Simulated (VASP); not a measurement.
# CoSi2 in VASP: a series of runs, part 2 of 2

VASP 6.6.1.

## (3) Single point, PBEsol (biaxial strain in the a-b plane: -1.5 %)

The input, INCAR:

```
SYSTEM = CoSi2
PREC = Accurate
ENCUT = 520
EDIFF = 1E-7
ISMEAR = 0
SIGMA = 0.1
LREAL = .FALSE.
LASPH = .TRUE.
NELM = 100
ALGO = Normal
ISIF = 2
LWAVE = .FALSE.
LCHARG = .FALSE.
GGA = PS
NBANDS = 26
```

The input, KPOINTS:

```
Automatic mesh
0
G
  10 10 8
  0 0 0
```

The input, POSCAR:

```
CoSi2
1.0
    2.6164101518      2.6164101518      0.0000000000
   -2.6164101518      2.6164101518      0.0000000000
    0.0000000000      0.0000000000      5.3603204937
Co Si
2 4
Direct
    0.0000000000      0.0000000000      0.0000000000
    0.5000000000      0.5000000000      0.5000000000
    0.0000000000      0.5000000000      0.7500000000
    0.5000000000      0.0000000000      0.7500000000
    0.5000000000      0.0000000000      0.2500000000
    0.0000000000      0.5000000000      0.2500000000
```

Potentials or basis: VASP PAW PBE potentials, release 64 (Co, Si).

Started as:

```
cat potpaw_PBE.64/Co/POTCAR potpaw_PBE.64/Si/POTCAR > POTCAR
mpirun -np 1 vasp_std > vasp.out
```

Wall time 3 min (1 thread of Intel Xeon Platinum 8488C (Sapphire Rapids), shared host); peak memory 0.29 GiB.

The run converged. Its results:

```yaml
Free_energy: -41.9424 eV
Pressure: 4.5 GPa
Band_gap_on_the_k_mesh: zero (bands 17 and 18 overlap by 3.46 eV)
```

Stress tensor (GPa, compression positive):
```
5.32 0.00 0.00
0.00 5.32 0.00
0.00 0.00 2.78
```

Levels at points of the mesh, in eV from the Fermi level:
```tsv
k point	band 14	band 15	band 16	band 17	band 18	band 19	band 20	band 21
(0.00, 0.00, 0.00)	-2.00	-1.41	1.26	1.90	2.98	3.26	3.51	3.51
(0.50, 0.00, 0.00)	-1.62	-1.24	-1.24	0.38	0.38	2.75	2.75	4.25
(0.50, 0.50, 0.00)	-2.03	-2.02	-2.02	-1.43	-1.43	1.72	1.72	2.87
(0.00, 0.00, 0.50)	-0.43	-0.33	-0.33	-0.33	-0.33	1.75	1.75	3.22
(0.50, 0.00, 0.50)	-1.74	-0.58	-0.58	-0.39	-0.39	2.82	2.82	3.51
(0.50, 0.50, 0.50)	-2.01	-1.52	-1.52	-0.77	-0.77	3.74	3.74	3.74
```

Caveat: the cell differs from its parent crystal (biaxial strain in the a-b plane: -1.5 %); the cell stands under pressure; the PAW data sets were made with another functional, which shifts forces and pressure a little; the run has no spin polarisation, though such a crystal can be magnetic.

## (4) Single point, PBEsol (biaxial strain in the a-b plane: -1.5 %, then relaxed in part)

The input, INCAR:

```
SYSTEM = CoSi2
PREC = Accurate
ENCUT = 520
EDIFF = 1E-6
ISMEAR = 0
SIGMA = 0.1
LREAL = .False.
LASPH = .True.
NELM = 80
ALGO = Normal
ISIF = 2
LWAVE = .False.
LCHARG = .False.
GGA = PS
NBANDS = 26
```

The input, KPOINTS:

```
Automatic mesh
0
Gamma
  10 10 8
  0 0 0
```

POSCAR: that of step 3 with these lines changed.

```diff
@@ -4,3 +4,3 @@
    -2.6164101518      2.6164101518      0.0000000000
-    0.0000000000      0.0000000000      5.3603204937
+    0.0000000000      0.0000000000      5.4127753404
 Co Si
```

Started as:

```
cat potpaw_PBE.64/Co/POTCAR potpaw_PBE.64/Si/POTCAR > POTCAR
mpirun -np 1 vasp_std > vasp.out
```

Wall time 2.9 min (1 thread of Intel Xeon Platinum 8488C (Sapphire Rapids), shared host); peak memory 0.29 GiB.

It converged, with:

```
Free energy            : -41.9489 eV
Pressure               : 2.5 GPa
Band gap on the k mesh : zero (bands 17 and 18 overlap by 3.44 eV)
```

Stress tensor (GPa, compression positive):
```
3.67 0.00 0.00
0.00 3.67 0.00
0.00 0.00 0.14
```

Levels at points of the mesh, in eV from the Fermi level:
```csv
k point,band 15,band 16,band 17,band 18,band 19,band 20
"(0.00, 0.00, 0.00)",-1.38,1.16,1.91,3.00,3.18,3.42
"(0.50, 0.00, 0.00)",-1.26,-1.26,0.40,0.40,2.78,2.78
"(0.50, 0.50, 0.00)",-1.96,-1.96,-1.41,-1.41,1.65,1.65
"(0.00, 0.00, 0.50)",-0.31,-0.31,-0.31,-0.31,1.73,1.73
"(0.50, 0.00, 0.50)",-0.62,-0.62,-0.35,-0.35,2.80,2.80
"(0.50, 0.50, 0.50)",-1.48,-1.48,-0.78,-0.78,3.65,3.65
```

Caveat: the cell differs from its parent crystal (biaxial strain in the a-b plane: -1.5 %, then relaxed in part); the PAW data sets were made with another functional, which shifts forces and pressure a little; the run has no spin polarisation, though such a crystal can be magnetic.

## (5) Single point, PBEsol

This run uses another cell than the first one, of 12.49 Å³/atom.

The input, INCAR:

```
PREC = Accurate
ENCUT = 520
EDIFF = 1E-6
ISMEAR = 0
SIGMA = 0.1
LREAL = F
LASPH = T
NELM = 80
ALGO = Normal
ISIF = 2
LWAVE = F
LCHARG = T
GGA = PS
LELF = T
LVHAR = T
NBANDS = 26
```

The input, KPOINTS:

```
Automatic mesh
0
Gamma
  10 10 8
```

POSCAR: that of step 4 with these lines changed.

```diff
@@ -2,5 +2,5 @@
 1.0
-    2.6164101518      2.6164101518      0.0000000000
-   -2.6164101518      2.6164101518      0.0000000000
-    0.0000000000      0.0000000000      5.4127753404
+    2.6562539612      2.6562539612      0.0000000000
+   -2.6562539612      2.6562539612      0.0000000000
+    0.0000000000      0.0000000000      5.3125079224
 Co Si
```

Started as:

```
cat potpaw_PBE.64/Co/POTCAR potpaw_PBE.64/Si/POTCAR > POTCAR
mpirun -np 1 vasp_std > vasp.out
```

It took 3.1 min on 1 thread of Intel Xeon Platinum 8488C (Sapphire Rapids), shared host; peak memory 0.3 GiB.

The run converged. Its results:

```
Free energy            : -41.9724 eV
Pressure               : 0.1 GPa
Band gap on the k mesh : zero (bands 17 and 18 overlap by 3.18 eV)
```

Levels at points of the mesh, in eV from the Fermi level:
| k point | band 14 | band 15 | band 16 | band 17 | band 18 | band 19 | band 20 | band 21 |
| --- | --- | --- | --- | --- | --- | --- | --- | --- |
| (0.00, 0.00, 0.00) | -1.97 | -1.38 | 1.04 | 1.69 | 2.90 | 3.44 | 3.44 | 3.45 |
| (0.50, 0.00, 0.00) | -1.56 | -1.12 | -1.12 | 0.31 | 0.31 | 2.55 | 2.55 | 4.29 |
| (0.50, 0.50, 0.00) | -2.03 | -1.99 | -1.99 | -1.37 | -1.37 | 1.70 | 1.70 | 2.90 |
| (0.00, 0.00, 0.50) | -0.32 | -0.32 | -0.32 | -0.23 | -0.23 | 1.55 | 1.55 | 3.22 |
| (0.50, 0.00, 0.50) | -1.69 | -0.46 | -0.46 | -0.46 | -0.46 | 2.74 | 2.74 | 3.51 |
| (0.50, 0.50, 0.50) | -2.03 | -1.50 | -1.50 | -0.69 | -0.69 | 3.76 | 3.76 | 3.76 |

Caveat: the PAW data sets were made with another functional, which shifts forces and pressure a little; the run has no spin polarisation, though such a crystal can be magnetic.

## (6) Single point, PBEsol (biaxial strain in the a-b plane: +1.5 %, then relaxed in part)

The input, INCAR:

```
PREC     = Accurate       # precision mode
ENCUT    = 520            # plane-wave cutoff, eV
EDIFF    = 1E-7           # SCF threshold, eV
ISMEAR   = 0              # smearing method
SIGMA    = 0.1            # smearing width, eV
LREAL    = F              # projectors in reciprocal space
LASPH    = T              # aspherical terms in the spheres
NELM     = 100            # most SCF steps
ALGO     = Normal         # electronic algorithm
ISIF     = 2              # what is computed and relaxed
LWAVE    = F              # write WAVECAR
LCHARG   = F              # write CHGCAR
GGA      = PS             # functional
NBANDS   = 26             # bands
```

The input, KPOINTS:

```
regular mesh
0
Gamma
  10 10 8
```

POSCAR: that of step 5 with these lines changed.

```diff
@@ -2,5 +2,5 @@
 1.0
-    2.6562539612      2.6562539612      0.0000000000
-   -2.6562539612      2.6562539612      0.0000000000
-    0.0000000000      0.0000000000      5.3125079224
+    2.6960977706      2.6960977706      0.0000000000
+   -2.6960977706      2.6960977706      0.0000000000
+    0.0000000000      0.0000000000      5.2243457967
 Co Si
```

Potentials or basis: VASP PAW PBE potentials, release 64 (Co, Si).

Started as:

```
cat potpaw_PBE.64/Co/POTCAR potpaw_PBE.64/Si/POTCAR > POTCAR
mpirun -np 1 vasp_std > vasp.out
```

OUTCAR:

```text
PREC = Accurate
   ENCUT = 520
   EDIFF = 1E-7
   ISMEAR = 0
   LREAL = F
   LASPH = T
   NELM = 100
   ISIF = 2
   GGA = PS

 ion  position               nearest neighbor table
   1  0.000  0.000  0.000-   3 2.31   4 2.31   5 2.31   6 2.31   3 2.31   6 2.31   4 2.31   5 2.31

   2  0.500  0.500  0.500-   3 2.31   4 2.31   5 2.31   6 2.31   4 2.31   5 2.31   3 2.31   6 2.31

   3  0.000  0.500  0.750-   1 2.31   2 2.31   1 2.31   2 2.31   6 2.61   6 2.61   4 2.70   4 2.70
                             4 2.70   4 2.70
   4  0.500  0.000  0.750-   1 2.31   2 2.31   2 2.31   1 2.31   5 2.61   5 2.61   3 2.70   3 2.70
                             3 2.70   3 2.70
   5  0.500  0.000  0.250-   1 2.31   2 2.31   2 2.31   1 2.31   4 2.61   4 2.61   6 2.70   6 2.70
[... 923 lines left out ...]
  Total       -1.6577303     -1.6577303      0.0606193      0.0000000      0.0000000     -0.0000000
  in kB      -34.9696489    -34.9696489      1.2787575      0.0000000      0.0000000     -0.0000000
  external PRESSURE =     -22.8868468 kB  Pullay stress =       0.0000000 kB

 VOLUME and BASIS-vectors are now :
 -----------------------------------------------------------------------------
  energy-cutoff  :      520.00
  volume of cell :       75.95
      direct lattice vectors                 reciprocal lattice vectors
     2.696097771  2.696097771  0.000000000     0.185453215  0.185453215  0.000000000
    -2.696097771  2.696097771  0.000000000    -0.185453215  0.185453215  0.000000000
     0.000000000  0.000000000  5.224345797     0.000000000  0.000000000  0.191411526

 POSITION                                       TOTAL-FORCE (eV/Angst)
 -----------------------------------------------------------------------------------
      0.00000      0.00000      0.00000        -0.000000     -0.000000     -0.000000
      0.00000      2.69610      2.61217         0.000000      0.000000     -0.000000
     -1.34805      1.34805      3.91826         0.000000     -0.000000      0.000000
      1.34805      1.34805      3.91826         0.000000      0.000000     -0.000000
      1.34805      1.34805      1.30609         0.000000      0.000000      0.000000
     -1.34805      1.34805      1.30609         0.000000      0.000000      0.000000
 -----------------------------------------------------------------------------------
    total drift:                               -0.000000      0.000000      0.000000

  FREE ENERGIE OF THE ION-ELECTRON SYSTEM (eV)
  ---------------------------------------------------
  free  energy   TOTEN  =       -41.9458808960 eV

  energy  without entropy=      -41.9354168721  energy(sigma->0) =      -41.94064888
```

Wall time 2.1 min (1 thread of Intel Xeon Platinum 8488C (Sapphire Rapids), shared host); peak memory 0.3 GiB.

What came out:

- Free energy: -41.9459 eV
- Pressure: -2.3 GPa
- Band gap on the k mesh: zero (bands 17 and 18 overlap by 2.92 eV)

Stress tensor (GPa, compression positive):
```
-3.50  0.00  0.00
 0.00 -3.50  0.00
 0.00  0.00  0.13
```

Caveat: the cell differs from its parent crystal (biaxial strain in the a-b plane: +1.5 %, then relaxed in part); the PAW data sets were made with another functional, which shifts forces and pressure a little; the run has no spin polarisation, though such a crystal can be magnetic.

## (7) Summary

```csv
cell,gap on the mesh (eV),pressure (GPa)
"a = 3.644, b = 3.644, c = 5.408 Å, 6 atoms",none,9.5
"a = 3.700, b = 3.700, c = 5.360 Å, 6 atoms",none,4.5
"a = 3.700, b = 3.700, c = 5.413 Å, 6 atoms",none,2.5
"a = 3.757, b = 3.757, c = 5.313 Å, 6 atoms",none,0.1
"a = 3.813, b = 3.813, c = 5.224 Å, 6 atoms",none,-2.3
```

Alike in all rows: task single point; level PBEsol; potentials or basis VASP PAW PBE potentials, release 64 (Co, Si); no spin polarisation; k mesh 10 × 10 × 8; cutoff (eV) 520; smearing gaussian 0.1 eV.

Caveats: the PAW data sets were made with another functional, which shifts forces and pressure a little; the run has no spin polarisation, though such a crystal can be magnetic; the cell stands under pressure (at least some runs).

Absolute energies hang on the potentials; compare differences alone.
